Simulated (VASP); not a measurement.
Hf: single point with PBE

The system is Hf.

```
Hf
1.0
    -1.32363    1.32363    1.32363
     1.32363   -1.32363    1.32363
     1.32363    1.32363   -1.32363
Hf
1
Cartesian
  0.0000 0.0000 0.0000
```

```
Program                : VASP 6.6.1
Task                   : single point
Functional             : PBE
Potentials or basis    : VASP PAW PBE potentials, release 64 (Hf_pv)
Cutoff                 : 520 eV
k mesh                 : 20 × 20 × 20
Occupations            : fermi-dirac, width 0.08 eV
Spin                   : no spin polarisation
Dipole correction      : no
Further INCAR settings : ALGO = Normal; EDIFF = 1e-06; NBANDS = 11
```

```yaml
Pressure: 422.7 GPa
Band_gap_on_the_k_mesh: zero (band 5 reaches 15.00 eV, above the bottom of band 6 at 10.91 eV)
```

Levels at points of the mesh, in eV from the Fermi level:
```csv
k point,band 2,band 3,band 4,band 5,band 6,band 7,band 8,band 9
"(0.00, 0.00, 0.00)",-26.29,-26.29,-6.93,1.16,1.16,1.16,7.30,7.30
"(0.50, 0.00, 0.00)",-28.93,-26.61,-7.72,-4.23,8.90,10.81,10.82,15.05
"(0.50, 0.50, 0.50)",-32.01,-32.01,-9.67,-9.67,14.92,15.97,15.97,15.97
```

Wall time 34 s on 1 thread of Intel Xeon 8259CL (shared host), peak memory 0.14 GiB.

Caveat: spin-orbit coupling is left out, which moves the levels of the heavy elements.
